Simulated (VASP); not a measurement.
# TiC (Fm-3m) in VASP: further runs

Runs on TiC. Level: PBE. Tasks: single point, relaxation of cell and atoms.

Program: VASP 6.6.1. These are calculated values, not measurements. Logs are shortened: lines on timing, memory, paths and dates and some standing lists are left out, and cuts for length are marked.

### Step 1. The cell of the first run

It takes space group Fm-3m (No. 225, cubic). The conventional cell has a = 4.305 Å, b = 4.305 Å, c = 4.305 Å, α = 90.00°, β = 90.00°, γ = 90.00°. Ti (site symmetry m-3m) has 6 C at 2.15 Å within 2.8 Å. C (site symmetry m-3m) has 6 Ti at 2.15 Å within 2.8 Å.

### Step 2. Single point, PBE

INCAR reads:

```
SYSTEM = TiC
  PREC = Accurate
  ENCUT = 520
  EDIFF = 1E-6
  ISMEAR = -1
  SIGMA = 0.0465
  LREAL = .FALSE.
  LASPH = .TRUE.
  NELM = 60
  ALGO = Normal
  ISIF = 2
  LWAVE = .FALSE.
  LCHARG = .FALSE.
  GGA = PE
  NBANDS = 15
```

KPOINTS reads:

```
Automatic mesh
0
G
  10 10 10
  0 0 0
```

POSCAR reads:

```
TiC
1.0
    0.0000000000      2.1527384096      2.1527384096
    2.1527384096      0.0000000000      2.1527384096
    2.1527384096      2.1527384096      0.0000000000
Ti C
1 1
Direct
    0.0000000000      0.0000000000      0.0000000000
    0.5000000000      0.5000000000      0.5000000000
```

Potentials or basis: VASP PAW PBE potentials, release 64 (Ti_sv, C).

On the command line:

```bash
$ cat potpaw_PBE.64/Ti_sv/POTCAR potpaw_PBE.64/C/POTCAR > POTCAR
$ mpirun -np 1 vasp_std > vasp.out
```

OUTCAR:

```text
SYSTEM = TiC
   PREC = Accurate
   ENCUT = 520
   EDIFF = 1E-6
   ISMEAR = -1
   LREAL = .FALSE.
   LASPH = .TRUE.
   NELM = 60
   ISIF = 2
   GGA = PE

 ion  position               nearest neighbor table
   1  0.000  0.000  0.000-   2 2.15   2 2.15   2 2.15   2 2.15   2 2.15   2 2.15
   2  0.500  0.500  0.500-   1 2.15   1 2.15   1 2.15   1 2.15   1 2.15   1 2.15

  LATTYP: Found a face centered cubic cell.
 ALAT       =     4.3054768192

  Lattice vectors:

 A1 = (   0.0000000000,   2.1527384096,   2.1527384096)
 A2 = (   2.1527384096,   0.0000000000,   2.1527384096)
 A3 = (   2.1527384096,   2.1527384096,   0.0000000000)

Analysis of symmetry for initial positions (statically):
=====================================================================
 Subroutine PRICEL returns:
 Original cell was already a primitive cell.

 Routine SETGRP: Setting up the symmetry group for a
 face centered cubic supercell.

 Subroutine GETGRP returns: Found 48 space group operations
 (whereof 48 operations were pure point group operations)
 out of a pool of 48 trial point group operations.

The static configuration has the point symmetry O_h .

Analysis of symmetry for dynamics (positions and initial velocities):
=====================================================================
 Subroutine PRICEL returns:
 Original cell was already a primitive cell.

 Routine SETGRP: Setting up the symmetry group for a
 face centered cubic supercell.

 Subroutine GETGRP returns: Found 48 space group operations
 (whereof 48 operations were pure point group operations)
 out of a pool of 48 trial point group operations.

The dynamic configuration has the point symmetry O_h .

 Subroutine INISYM returns: Found 48 space group operations
 (whereof 48 operations are pure point group operations),
 and found     1 'primitive' translations

----------------------------------------------------------------------------------------

                                     Primitive cell

  volume of cell :      19.9528

  direct lattice vectors                    reciprocal lattice vectors
     0.000000000  2.152738410  2.152738410    -0.232262312  0.232262312  0.232262312
     2.152738410  0.000000000  2.152738410     0.232262312 -0.232262312  0.232262312
     2.152738410  2.152738410  0.000000000     0.232262312  0.232262312 -0.232262312

  length of vectors
     3.044431855  3.044431855  3.044431855     0.402290125  0.402290125  0.402290125

[... 89 lines left out ...]
   TEBEG  =    0.0;   TEEND  =   0.0 temperature during run
   PSTRESS=    0.0 pullay stress
   NELECT =      16.0000    total number of electrons
   NUPDOWN=      -1.0000    fix difference up-down
   EMIN   =  10.00;   EMAX   =-10.00  energy-range for DOS
   EFERMI =   0.00;   METHOD = LEGACY
   ISMEAR =    -1;   SIGMA  =   0.05  broadening in eV -4-tet -1-fermi 0-gaus
   EFERMI_NEDOS =   21; number of points for ismear=-14 and -15
   IALGO  =     38    algorithm
   IMIX   =      4    mixing-type and parameters
     AMIX     =   0.40;   BMIX     =  1.00
     AMIX_MAG =   1.60;   BMIX_MAG =  1.00
  volume/ion in A,a.u.               =       9.98        67.32
  Fermi-wavevector in a.u.,A,eV,Ry     =   1.520945  2.874170 31.474008  2.313274
  Thomas-Fermi vector in A             =   2.629727
   LORBIT       =      0    0 simple, 1 ext, 2 COOP (PROOUT), +10 PAW based schemes
   GGA     = PE    functional components
   LHFCALC =     F    Hartree Fock is set to
   AEXX    =    0.0000 exact exchange contribution
   IVDW    =     0    specifies the selected vdW correction
   LEPSILON=     F    determine dielectric tensor
   LRPA    =     F    only Hartree local field effects (RPA)
 non-spin polarized calculation
  energy-cutoff  :      520.00
  volume of cell :       19.95
 maximum number of plane-waves:       548
   NGX = 11   NGY = 11   NGZ = 11

 number of electron      16.0000003 magnetization

 Free energy of the ion-electron system (eV)
  ---------------------------------------------------
  ext. energy  EPLUGINS =         0.00000000
  ---------------------------------------------------
  free energy    TOTEN  =       -18.70286140 eV

  energy without entropy =      -18.70076688  energy(sigma->0) =      -18.70181414

 E-fermi :   9.6745     XC(G=0): -12.7916

 val. band max:        9.6608606636   @ k =   0.1000   0.0000   0.0000
 cond. band min:       9.7715288937   @ k =   0.1000   0.1000   0.0000
 fundamental gap:      0.1106682300
 Fermi energy:         9.6745070766

 k-point     1 :       0.0000    0.0000    0.0000
  band No.  band energies     occupation
      1     -46.9133      2.00000
      2     -22.9275      2.00000
      3     -22.9275      2.00000
      4     -22.9275      2.00000
      5      -2.8548      2.00000
      6      10.3245      0.00000
      7      10.3245      0.00000
      8      10.3245      0.00000
      9      11.3278      0.00000
     10      11.3278      0.00000
     11      11.3278      0.00000
     12      11.3757      0.00000
     13      11.3757      0.00000
     14      20.3764      0.00000
[... 401 lines left out ...]
      2     -23.3090      2.00000
      3     -23.0794      2.00000
      4     -23.0635      2.00000
      5      -0.6039      2.00000
      6       5.6526      2.00000
      7       7.7967      2.00000
      8       8.8662      2.00000
      9       9.8464      0.04842
     10      12.5511      0.00000
     11      13.5527      0.00000
     12      13.7962      0.00000
     13      16.2940      0.00000
     14      22.8452      0.00000
     15      24.1235      0.00000

 [... further k-points ...]

------------------------ aborting loop because EDIFF is reached ----------------------------------------

  FORCE on cell =-STRESS in cart. coord.  units (eV):
  Direction    XX          YY          ZZ          XY          YZ          ZX
  --------------------------------------------------------------------------------------
  -------------------------------------------------------------------------------------
  Total        0.6483428      0.6483428      0.6483428      0.0000000      0.0000000      0.0000000
  in kB       52.0608784     52.0608784     52.0608784      0.0000000      0.0000000      0.0000000
  external PRESSURE =      52.0608784 kB  Pullay stress =       0.0000000 kB

 VOLUME and BASIS-vectors are now :
 -----------------------------------------------------------------------------
  energy-cutoff  :      520.00
  volume of cell :       19.95
      direct lattice vectors                 reciprocal lattice vectors
     0.000000000  2.152738410  2.152738410    -0.232262312  0.232262312  0.232262312
     2.152738410  0.000000000  2.152738410     0.232262312 -0.232262312  0.232262312
     2.152738410  2.152738410  0.000000000     0.232262312  0.232262312 -0.232262312

 POSITION                                       TOTAL-FORCE (eV/Angst)
 -----------------------------------------------------------------------------------
      0.00000      0.00000      0.00000        -0.000000      0.000000     -0.000000
      2.15274      2.15274      2.15274         0.000000     -0.000000      0.000000
 -----------------------------------------------------------------------------------
    total drift:                                0.000000     -0.000000     -0.000000

  FREE ENERGIE OF THE ION-ELECTRON SYSTEM (eV)
  ---------------------------------------------------
  free  energy   TOTEN  =       -18.7028614036 eV

  energy  without entropy=      -18.7007668751  energy(sigma->0) =      -18.70181414
```

It took 7.4 s on 1 thread of Intel Xeon Platinum 8488C (Sapphire Rapids), shared host; peak memory 0.14 GiB.

Results:

```yaml
Free_energy: -18.7029 eV
Pressure: 5.2 GPa
Band_gap_on_the_k_mesh: zero (band 8 reaches 10.32 eV, above the bottom of band 9 at 9.23 eV)
```

### Step 3. Relaxation of cell and atoms, PBE, target pressure 5 GPa, at which the enthalpy is minimised

This run uses another cell than the first one, of 12.21 Å³/atom, 1.224 times its volume.

INCAR reads:

```
SYSTEM = TiC
  PREC = Accurate
  ENCUT = 600
  EDIFF = 1E-7
  ISMEAR = -1
  SIGMA = 0.0465
  LREAL = .FALSE.
  LASPH = .TRUE.
  NELM = 80
  ALGO = Normal
  ISIF = 3
  LWAVE = .FALSE.
  LCHARG = .FALSE.
  GGA = PE
  IBRION = 2
  NSW = 100
  EDIFFG = -0.03
  PSTRESS = 50.0
```

KPOINTS is that of step 2.

POSCAR reads:

```
TiC
1.0
    0.0000000000      2.3025970000      2.3025970000
    2.3025970000      0.0000000000      2.3025970000
    2.3025970000      2.3025970000      0.0000000000
Ti C
1 1
Direct
    0.0000000000      0.0000000000      0.0000000000
    0.5000000000      0.5000000000      0.5000000000
```

Potentials or basis: VASP PAW PBE potentials, release 64 (Ti_sv, C).

On the command line:

```bash
$ cat potpaw_PBE.64/Ti_sv/POTCAR potpaw_PBE.64/C/POTCAR > POTCAR
$ mpirun -np 1 vasp_std > vasp.out
```

OUTCAR:

```text
SYSTEM = TiC
   PREC = Accurate
   ENCUT = 600
   EDIFF = 1E-7
   ISMEAR = -1
   LREAL = .FALSE.
   LASPH = .TRUE.
   NELM = 80
   ISIF = 3
   GGA = PE
   IBRION = 2
   NSW = 100
   EDIFFG = -0.03
   PSTRESS = 50.0

 ion  position               nearest neighbor table
   1  0.000  0.000  0.000-   2 2.30   2 2.30   2 2.30   2 2.30   2 2.30   2 2.30
   2  0.500  0.500  0.500-   1 2.30   1 2.30   1 2.30   1 2.30   1 2.30   1 2.30

  LATTYP: Found a face centered cubic cell.
 ALAT       =     4.6051940000

  Lattice vectors:

 A1 = (   0.0000000000,   2.3025970000,   2.3025970000)
 A2 = (   2.3025970000,   0.0000000000,   2.3025970000)
 A3 = (   2.3025970000,   2.3025970000,   0.0000000000)

Analysis of symmetry for initial positions (statically):
=====================================================================
 Subroutine PRICEL returns:
 Original cell was already a primitive cell.

 Routine SETGRP: Setting up the symmetry group for a
 face centered cubic supercell.

 Subroutine GETGRP returns: Found 48 space group operations
 (whereof 48 operations were pure point group operations)
 out of a pool of 48 trial point group operations.

The static configuration has the point symmetry O_h .

Analysis of symmetry for dynamics (positions and initial velocities):
=====================================================================
 Subroutine PRICEL returns:
 Original cell was already a primitive cell.

 Routine SETGRP: Setting up the symmetry group for a
 face centered cubic supercell.

 Subroutine GETGRP returns: Found 48 space group operations
 (whereof 48 operations were pure point group operations)
 out of a pool of 48 trial point group operations.

The dynamic configuration has the point symmetry O_h .

 Subroutine INISYM returns: Found 48 space group operations
 (whereof 48 operations are pure point group operations),
 and found     1 'primitive' translations

----------------------------------------------------------------------------------------

                                     Primitive cell

  volume of cell :      24.4165

  direct lattice vectors                    reciprocal lattice vectors
     0.000000000  2.302597000  2.302597000    -0.217146118  0.217146118  0.217146118
     2.302597000  0.000000000  2.302597000     0.217146118 -0.217146118  0.217146118
     2.302597000  2.302597000  0.000000000     0.217146118  0.217146118 -0.217146118

  length of vectors
     3.256363906  3.256363906  3.256363906     0.376108109  0.376108109  0.376108109

  position of ions in fractional coordinates (direct lattice)
     0.000000000  0.000000000  0.000000000
     0.500000000  0.500000000  0.500000000

  ion indices of the primitive-cell ions
   primitive index   ion index
                 1           1
                 2           2

----------------------------------------------------------------------------------------

 KPOINTS: Automatic mesh

Automatic generation of k-mesh.
 Grid dimensions read from file:
 generate k-points for:   10   10   10

 Generating k-lattice:

  Cartesian coordinates                     Fractional coordinates (reciprocal lattice)
    -0.021714612  0.021714612  0.021714612     0.100000000  0.000000000  0.000000000
     0.021714612 -0.021714612  0.021714612     0.000000000  0.100000000  0.000000000
[... 41 lines left out ...]
   number of dos      NEDOS =    301   number of ions     NIONS =      2
   total plane-waves  NPLWV =  21952
   dimension x,y,z NGX =    28 NGY =   28 NGZ =   28
   dimension x,y,z NGXF=    56 NGYF=   56 NGZF=   56
   ions per type =               1   1
   NGX,Y,Z   is equivalent  to a cutoff of  14.29, 14.29, 14.29 a.u.
   NGXF,Y,Z  is equivalent  to a cutoff of  28.59, 28.59, 28.59 a.u.
 SYSTEM =  TiC
   PREC   = accura    normal or accurate (medium, high low for compatibility)
   ISTART =      0    job   : 0-new  1-cont  2-samecut
   ICHARG =      2    charge: 1-file 2-atom 10-const
   ISPIN  =      1    spin polarized calculation?
   LNONCOLLINEAR =      F non collinear calculations
   LSORBIT =      F    spin-orbit coupling
   LASPH  =      T    aspherical Exc in radial PAW
   ENCUT  =  600.0 eV  44.10 Ry    6.64 a.u.   6.50  6.50  6.50*2*pi/ulx,y,z
   NELM   =     80;   NELMIN=  2; NELMDL= -5     # of ELM steps
   EDIFF  = 0.1E-06   stopping-criterion for ELM
   LREAL  =      F    real-space projection
   EDIFFG = -.3E-01   stopping-criterion for IOM
   NSW    =    100    number of steps for IOM
   IBRION =      2    ionic relax: 0-MD 1-quasi-New 2-CG
   NFREE  =      1    steps in history (QN), initial steepest desc. (CG)
   ISIF   =      3    stress and relaxation
   ISYM   =      2    0-nonsym 1-usesym 2-fastsym
   POTIM  = 0.5000    time-step for ionic-motion
   TEBEG  =    0.0;   TEEND  =   0.0 temperature during run
   PSTRESS=   50.0 pullay stress
   NELECT =      16.0000    total number of electrons
   NUPDOWN=      -1.0000    fix difference up-down
   EMIN   =  10.00;   EMAX   =-10.00  energy-range for DOS
   EFERMI =   0.00;   METHOD = LEGACY
   ISMEAR =    -1;   SIGMA  =   0.05  broadening in eV -4-tet -1-fermi 0-gaus
   EFERMI_NEDOS =   21; number of points for ismear=-14 and -15
   IALGO  =     38    algorithm
   IMIX   =      4    mixing-type and parameters
     AMIX     =   0.40;   BMIX     =  1.00
     AMIX_MAG =   1.60;   BMIX_MAG =  1.00
  volume/ion in A,a.u.               =      12.21        82.39
  Fermi-wavevector in a.u.,A,eV,Ry     =   1.421958  2.687112 27.510513  2.021966
  Thomas-Fermi vector in A             =   2.542713
   LORBIT       =      0    0 simple, 1 ext, 2 COOP (PROOUT), +10 PAW based schemes
   GGA     = PE    functional components
   LHFCALC =     F    Hartree Fock is set to
   AEXX    =    0.0000 exact exchange contribution
   IVDW    =     0    specifies the selected vdW correction
   LEPSILON=     F    determine dielectric tensor
   LRPA    =     F    only Hartree local field effects (RPA)
 conjugate gradient relaxation of ions
 non-spin polarized calculation
  energy-cutoff  :      600.00
  volume of cell :       24.42
 maximum number of plane-waves:       869
 NGX is ok and might be reduce to    28
   NGX = 13   NGY = 13   NGZ = 13

--------------------------------------- Ionic step        1  -------------------------------------------

 number of electron      15.9999999 magnetization

 Free energy of the ion-electron system (eV)
  ---------------------------------------------------
  ext. energy  EPLUGINS =         0.00000000
  ---------------------------------------------------
  free energy    TOTEN  =       -18.24938792 eV

  energy without entropy =      -18.24700331  energy(sigma->0) =      -18.24819562

------------------------ aborting loop because EDIFF is reached ----------------------------------------

  FORCE on cell =-STRESS in cart. coord.  units (eV):
  Direction    XX          YY          ZZ          XY          YZ          ZX
  --------------------------------------------------------------------------------------
  -------------------------------------------------------------------------------------
  Total       -4.7841341     -4.7841341     -4.7841341      0.0000000      0.0000000     -0.0000000
  in kB     -313.9280544   -313.9280544   -313.9280544      0.0000000      0.0000000     -0.0000000
  external PRESSURE =    -363.9280544 kB  Pullay stress =      50.0000000 kB
[... 25 lines left out ...]
--------------------------------------- Ionic step        2  -------------------------------------------

 number of electron      16.0000002 magnetization

 E-fermi :  12.6492     XC(G=0): -14.0278

 val. band max:       12.6133945011   @ k =   0.4000   0.4000   0.0000
 cond. band min:      12.6695230883   @ k =   0.1000   0.1000   0.0000
 fundamental gap:      0.0561285872
 Fermi energy:        12.6491880430

 k-point     1 :       0.0000    0.0000    0.0000
  band No.  band energies     occupation
      1     -43.3309      2.00000
      2     -19.1240      2.00000
      3     -19.1240      2.00000
      4     -19.1240      2.00000
      5      -0.8979      2.00000
      6      13.3083      0.00000
      7      13.3083      0.00000
      8      13.3083      0.00000
      9      14.6014      0.00000
     10      14.6014      0.00000
     11      14.6014      0.00000
     12      14.8425      0.00000
[... 534 lines left out ...]
--------------------------------------- Ionic step        7  -------------------------------------------

 number of electron      16.0000001 magnetization

 Free energy of the ion-electron system (eV)
  ---------------------------------------------------
  ext. energy  EPLUGINS =         0.00000000
  ---------------------------------------------------
  free energy    TOTEN  =       -18.70963430 eV

  energy without entropy =      -18.70754088  energy(sigma->0) =      -18.70858759

 E-fermi :   9.6714     XC(G=0): -12.7905

 val. band max:        9.6577102815   @ k =   0.1000   0.0000   0.0000
 cond. band min:       9.7685387738   @ k =   0.1000   0.1000   0.0000
 fundamental gap:      0.1108284923
 Fermi energy:         9.6714009787

 k-point     1 :       0.0000    0.0000    0.0000
  band No.  band energies     occupation
      1     -46.9172      2.00000
      2     -22.9319      2.00000
      3     -22.9319      2.00000
      4     -22.9319      2.00000
      5      -2.8568      2.00000
      6      10.3215      0.00000
      7      10.3215      0.00000
      8      10.3215      0.00000
      9      11.3241      0.00000
     10      11.3241      0.00000
     11      11.3241      0.00000
     12      11.3722      0.00000
[... 378 lines left out ...]
  energy  without entropy=      -18.7075408845  energy(sigma->0) =      -18.70858759

  enthalpy is  TOTEN    =       -18.0868627255 eV   P V=        0.6227715788

 reached required accuracy - stopping structural energy minimisation
```

CONTCAR:

```text
TiC
   1.00000000000000
    -0.0000000000000000    2.1528467826881825    2.1528467826881825
     2.1528467826881825    0.0000000000000000    2.1528467826881825
     2.1528467826881825    2.1528467826881825    0.0000000000000000
  Ti              C
     1     1
Direct
     0.0000000000000000    0.0000000000000000    0.0000000000000000
     0.5000000000000000    0.5000000000000000    0.5000000000000000

  0.00000000E+00  0.00000000E+00  0.00000000E+00
  0.00000000E+00  0.00000000E+00  0.00000000E+00
```

It took 78 s on 1 thread of Intel Xeon Platinum 8488C (Sapphire Rapids), shared host; peak memory 0.17 GiB.

What came out:

```yaml
Free_energy: -18.7096 eV
Relaxed_volume: 9.98 Å³/atom
Relaxed_cell: a = 3.045 Å, b = 3.045 Å, c = 3.045 Å, α = 60.00°, β = 60.00°, γ = 60.00°
Space_group_after_relaxing_to_0.05_Å: Fm-3m (No. 225)
Energy_change_on_relaxing_the_enthalpy_is_what_falls: -230.1 meV/atom
Ionic_steps: 7
Pressure_after_relaxing: 5.0 GPa
Band_gap_on_the_k_mesh: zero (band 8 reaches 10.32 eV, above the bottom of band 9 at 9.23 eV)
```

Step by step:
| step | energy change (eV) | largest force (eV/Å) | pressure (GPa) | volume (Å³) |
| --- | --- | --- | --- | --- |
| 1 | 0.0000 | 0.0000 | -31.39 | 24.42 |
| 2 | 0.6856 | 0.0000 | 101.11 | 15.87 |
| 3 | -0.4644 | 0.0000 | 2.18 | 20.17 |
| 4 | -0.4616 | 0.0000 | 4.19 | 20.00 |
| 5 | -0.4590 | 0.0000 | 5.51 | 19.92 |
| 6 | -0.4616 | 0.0000 | 4.42 | 20.00 |
| 7 | -0.4602 | 0.0000 | 5.00 | 19.96 |

Final structure:
```xyz
2
Lattice="0.0000 2.1528 2.1528 2.1528 0.0000 2.1528 2.1528 2.1528 0.0000" Properties=species:S:1:pos:R:3 pbc="T T T"
Ti    0.0000    0.0000    0.0000
C     2.1528    2.1528    2.1528
```

Caveat: the cell is relaxed towards a set pressure, so the enthalpy falls and the energy may rise; the volume moved by over 15 % at a fixed basis, so the end points are rough.
